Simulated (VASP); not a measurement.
# Ir in VASP: single point with LDA

Aim: the single point of Ir with LDA.

Everything below comes from runs of VASP 6.6.1. Logs are shortened: lines on timing, memory, paths and dates and some standing lists are left out, and cuts for length are marked.

## Step 1: The cell of the first run

The typed cell holds 1 atom: a = 2.639 Å, b = 2.639 Å, c = 3.047 Å, α = 54.73°, β = 54.73°, γ = 70.53°.

This isn't the form of Ir at room conditions, which is fcc.

## Step 2: Single point, LDA

Input file INCAR:

```
SYSTEM = Ir
  ALGO = Normal
  EDIFF = 1E-6
  ENCUT = 560
  GGA_COMPAT = .FALSE.
  ISIF = 2
  ISMEAR = 0
  LASPH = .TRUE.
  LCHARG = .FALSE.
  LREAL = .FALSE.
  LWAVE = .FALSE.
  NBANDS = 14
  NELM = 120
  PREC = Accurate
  SIGMA = 0.15
```

Input file KPOINTS:

```
k-points
0
G
  24 24 24
  0 0 0
```

Input file POSCAR:

```
Ir
1.0
    0.0000000000      2.1548988710      1.5235135018
    2.1548988710      0.0000000000      1.5235135018
    2.1548988710      2.1548988710      0.0000000000
Ir
1
Direct
    0.0000000000      0.0000000000      0.0000000000
```

Potentials or basis: VASP PAW LDA potentials, release 64 (Ir_sv_GW).

The run is started by

```sh
$ cat potpaw_LDA.64/Ir_sv_GW/POTCAR > POTCAR
$ mpirun -np 1 vasp_std > vasp.out
```

OUTCAR:

```text
SYSTEM = Ir
   EDIFF = 1E-6
   ENCUT = 560
   ISIF = 2
   ISMEAR = 0
   LASPH = .TRUE.
   LREAL = .FALSE.
   NELM = 120
   PREC = Accurate

 ion  position               nearest neighbor table
   1  0.000  0.000  0.000-

  LATTYP: Found a body centered tetragonal cell.
 ALAT       =     3.0474872089
 C/A-ratio  =     0.9998489886

  Lattice vectors:

 A1 = (   0.0000000000,  -2.1548988710,  -1.5235135018)
 A2 = (   0.0000000000,   2.1548988710,  -1.5235135018)
 A3 = (   2.1548988710,   0.0000000000,   1.5235135018)

Analysis of symmetry for initial positions (statically):
=====================================================================
 Subroutine PRICEL returns:
 Original cell was already a primitive cell.

 Routine SETGRP: Setting up the symmetry group for a
 body centered tetragonal supercell.

 Subroutine GETGRP returns: Found 16 space group operations
 (whereof 16 operations were pure point group operations)
 out of a pool of 16 trial point group operations.

The static configuration has the point symmetry D_4h.

Analysis of symmetry for dynamics (positions and initial velocities):
=====================================================================
 Subroutine PRICEL returns:
 Original cell was already a primitive cell.

 Routine SETGRP: Setting up the symmetry group for a
 body centered tetragonal supercell.

 Subroutine GETGRP returns: Found 16 space group operations
 (whereof 16 operations were pure point group operations)
 out of a pool of 16 trial point group operations.

The dynamic configuration has the point symmetry D_4h.

 Subroutine INISYM returns: Found 16 space group operations
 (whereof 16 operations are pure point group operations),
 and found     1 'primitive' translations

----------------------------------------------------------------------------------------

                                     Primitive cell

  volume of cell :      14.1491

  direct lattice vectors                    reciprocal lattice vectors
     0.000000000  2.154898871  1.523513502    -0.232029450  0.232029450  0.328188755
     2.154898871  0.000000000  1.523513502     0.232029450 -0.232029450  0.328188755
     2.154898871  2.154898871  0.000000000     0.232029450  0.232029450 -0.328188755

  length of vectors
     2.639068497  2.639068497  3.047487209     0.464093946  0.464093946  0.464093946

  position of ions in fractional coordinates (direct lattice)
     0.000000000  0.000000000  0.000000000

  ion indices of the primitive-cell ions
   primitive index   ion index
                 1           1

----------------------------------------------------------------------------------------

 KPOINTS: k-points

Automatic generation of k-mesh.
 Grid dimensions read from file:
 generate k-points for:   24   24   24

 Generating k-lattice:

  Cartesian coordinates                     Fractional coordinates (reciprocal lattice)
    -0.009667894  0.009667894  0.013674531     0.041666667  0.000000000  0.000000000
     0.009667894 -0.009667894  0.013674531     0.000000000  0.041666667  0.000000000
     0.009667894  0.009667894 -0.013674531     0.000000000  0.000000000  0.041666667

  Length of vectors
     0.019337248  0.019337248  0.019337248

  Shift w.r.t. Gamma in fractional coordinates (k-lattice)
     0.000000000  0.000000000  0.000000000

 Subroutine IBZKPT returns following result:
 ===========================================

 Found   1063 irreducible k-points:

 Following reciprocal coordinates:
            Coordinates               Weight
  0.000000  0.000000  0.000000      1.000000
  0.041667  0.000000  0.000000      8.000000
  0.083333 -0.000000  0.000000      8.000000
  0.125000  0.000000  0.000000      8.000000
  0.166667  0.000000  0.000000      8.000000
  0.208333 -0.000000  0.000000      8.000000
[... 16 lines left out ...]
  0.416667  0.041667  0.000000      8.000000
  0.458333  0.041667  0.000000      8.000000
 [... further k-points ...]
   k-points           NKPTS =   1063   k-points in BZ     NKDIM =   1063   number of bands    NBANDS=     14
   number of dos      NEDOS =    301   number of ions     NIONS =      1
   total plane-waves  NPLWV =   9600
   dimension x,y,z NGX =    20 NGY =   20 NGZ =   24
   dimension x,y,z NGXF=    40 NGYF=   40 NGZF=   48
   ions per type =               1
   NGX,Y,Z   is equivalent  to a cutoff of  12.60, 12.60, 13.09 a.u.
   NGXF,Y,Z  is equivalent  to a cutoff of  25.20, 25.20, 26.18 a.u.
 SYSTEM =  Ir
   PREC   = accura    normal or accurate (medium, high low for compatibility)
   ISTART =      0    job   : 0-new  1-cont  2-samecut
   ICHARG =      2    charge: 1-file 2-atom 10-const
   ISPIN  =      1    spin polarized calculation?
   LNONCOLLINEAR =      F non collinear calculations
   LSORBIT =      F    spin-orbit coupling
   LASPH  =      T    aspherical Exc in radial PAW
   ENCUT  =  560.0 eV  41.16 Ry    6.42 a.u.   5.09  5.09  5.88*2*pi/ulx,y,z
   NELM   =    120;   NELMIN=  2; NELMDL= -5     # of ELM steps
   EDIFF  = 0.1E-05   stopping-criterion for ELM
   LREAL  =      F    real-space projection
   EDIFFG = 0.1E-04   stopping-criterion for IOM
   NSW    =      0    number of steps for IOM
   IBRION =     -1    ionic relax: 0-MD 1-quasi-New 2-CG
   NFREE  =      0    steps in history (QN), initial steepest desc. (CG)
   ISIF   =      2    stress and relaxation
   ISYM   =      2    0-nonsym 1-usesym 2-fastsym
   POTIM  = 0.5000    time-step for ionic-motion
   TEBEG  =    0.0;   TEEND  =   0.0 temperature during run
   PSTRESS=    0.0 pullay stress
   NELECT =      17.0000    total number of electrons
   NUPDOWN=      -1.0000    fix difference up-down
   EMIN   =  10.00;   EMAX   =-10.00  energy-range for DOS
   EFERMI =   0.00;   METHOD = LEGACY
   ISMEAR =     0;   SIGMA  =   0.15  broadening in eV -4-tet -1-fermi 0-gaus
   EFERMI_NEDOS =   21; number of points for ismear=-14 and -15
   IALGO  =     38    algorithm
   IMIX   =      4    mixing-type and parameters
     AMIX     =   0.40;   BMIX     =  1.00
     AMIX_MAG =   1.60;   BMIX_MAG =  1.00
  volume/ion in A,a.u.               =      14.15        95.48
  Fermi-wavevector in a.u.,A,eV,Ry     =   1.740395  3.288869 41.211694  3.028974
  Thomas-Fermi vector in A             =   2.813052
   LORBIT       =      0    0 simple, 1 ext, 2 COOP (PROOUT), +10 PAW based schemes
   GGA     = CA    functional components
   LHFCALC =     F    Hartree Fock is set to
   AEXX    =    0.0000 exact exchange contribution
   IVDW    =     0    specifies the selected vdW correction
   LEPSILON=     F    determine dielectric tensor
   LRPA    =     F    only Hartree local field effects (RPA)
 non-spin polarized calculation
 Gauss-broadening in eV      SIGMA  =   0.15
  energy-cutoff  :      560.00
  volume of cell :       14.15
 maximum number of plane-waves:       438
   NGX = 11   NGY = 11   NGZ = 11

 number of electron      17.0000000 magnetization

 Free energy of the ion-electron system (eV)
  ---------------------------------------------------
  ext. energy  EPLUGINS =         0.00000000
  ---------------------------------------------------
  free energy    TOTEN  =       -10.22590349 eV

  energy without entropy =      -10.19507713  energy(sigma->0) =      -10.21049031

 E-fermi :  12.4031     XC(G=0): -14.7694

 val. band max:       12.4026394988   @ k =  -0.4167   0.0833   0.5000
 cond. band min:      12.4031921616   @ k =  -0.4167   0.0833   0.1667
 fundamental gap:      0.0005526628
 Fermi energy:        12.4030700033

 k-point     1 :       0.0000    0.0000    0.0000
  band No.  band energies     occupation
      1     -79.6882      2.00000
      2     -36.3665      2.00000
      3     -36.3660      2.00000
      4     -36.3660      2.00000
      5       1.5755      2.00000
      6       8.6512      2.00000
      7       8.6527      2.00000
      8       8.6527      2.00000
      9      11.8427      2.00000
     10      11.8455      2.00000
     11      28.6211      0.00000
     12      28.6211      0.00000
     13      28.6244      0.00000
     14      40.7950      0.00000

 k-point     2 :       0.0417    0.0000    0.0000
  band No.  band energies     occupation
      1     -79.6866      2.00000
      2     -36.3802      2.00000
      3     -36.3707      2.00000
      4     -36.3662      2.00000
      5       1.6585      2.00000
      6       8.6127      2.00000
      7       8.6506      2.00000
      8       8.7250      2.00000
      9      11.7876      2.00000
     10      11.8455      2.00000
     11      28.6785      0.00000
     12      28.7519      0.00000
     13      28.7593      0.00000
     14      39.5646      0.00000

 k-point     3 :       0.0833   -0.0000    0.0000
  band No.  band energies     occupation
      1     -79.6827      2.00000
      2     -36.4225      2.00000
      3     -36.3846      2.00000
      4     -36.3659      2.00000
      5       1.9027      2.00000
      6       8.4996      2.00000
      7       8.6396      2.00000
      8       8.9425      2.00000
      9      11.6384      2.00000
     10      11.8528      2.00000
     11      28.8234      0.00000
     12      29.1233      0.00000
     13      29.1389      0.00000
     14      37.9804      0.00000
[... 324 lines left out ...]
 k-point    23 :       0.4167    0.0417    0.0000
  band No.  band energies     occupation
      1     -79.6174      2.00000
      2     -37.1277      2.00000
      3     -36.6322      2.00000
      4     -36.3753      2.00000
      5       4.7671      2.00000
      6       6.9324      2.00000
      7      10.5585      2.00000
      8      11.7168      2.00000
      9      12.7937      0.00023
     10      14.1272      0.00000
     11      22.1722      0.00000
     12      25.7132      0.00000
     13      30.1654      0.00000
     14      36.4640      0.00000

 k-point    24 :       0.4583    0.0417    0.0000
  band No.  band energies     occupation
      1     -79.6140      2.00000
      2     -37.1673      2.00000
      3     -36.6460      2.00000
      4     -36.3753      2.00000
      5       4.7347      2.00000
      6       6.8521      2.00000
      7      11.0699      2.00000
      8      11.6663      2.00000
      9      13.2117      0.00000
     10      14.6003      0.00000
     11      21.1204      0.00000
     12      25.3926      0.00000
     13      29.3938      0.00000
     14      36.1220      0.00000

 [... further k-points ...]

------------------------ aborting loop because EDIFF is reached ----------------------------------------

  FORCE on cell =-STRESS in cart. coord.  units (eV):
  Direction    XX          YY          ZZ          XY          YZ          ZX
  --------------------------------------------------------------------------------------
  -------------------------------------------------------------------------------------
  Total        0.3754658      0.3754658      0.3654993      0.0000000     -0.0000000     -0.0000000
  in kB       42.5158499     42.5158499     41.3872970      0.0000000     -0.0000000     -0.0000000
  external PRESSURE =      42.1396656 kB  Pullay stress =       0.0000000 kB

 VOLUME and BASIS-vectors are now :
 -----------------------------------------------------------------------------
  energy-cutoff  :      560.00
  volume of cell :       14.15
      direct lattice vectors                 reciprocal lattice vectors
     0.000000000  2.154898871  1.523513502    -0.232029450  0.232029450  0.328188755
     2.154898871  0.000000000  1.523513502     0.232029450 -0.232029450  0.328188755
     2.154898871  2.154898871  0.000000000     0.232029450  0.232029450 -0.328188755

 POSITION                                       TOTAL-FORCE (eV/Angst)
 -----------------------------------------------------------------------------------
      0.00000      0.00000      0.00000        -0.000000      0.000000      0.000000
 -----------------------------------------------------------------------------------
    total drift:                                0.000000     -0.000000      0.000000

  FREE ENERGIE OF THE ION-ELECTRON SYSTEM (eV)
  ---------------------------------------------------
  free  energy   TOTEN  =       -10.2259034941 eV

  energy  without entropy=      -10.1950771275  energy(sigma->0) =      -10.21049031
```

Run time: 69 s. Hardware: 1 thread of Intel Xeon 6975P-C (Granite Rapids), shared host; peak memory 0.34 GiB.

Results:

* Free energy: -10.2259 eV
* Pressure: 4.2 GPa
* Band gap on the k mesh: zero (an odd number of electrons rules out a gap without spin polarisation)

Caveat: the cell stands under pressure; spin-orbit coupling is left out, which moves the levels of the heavy elements.
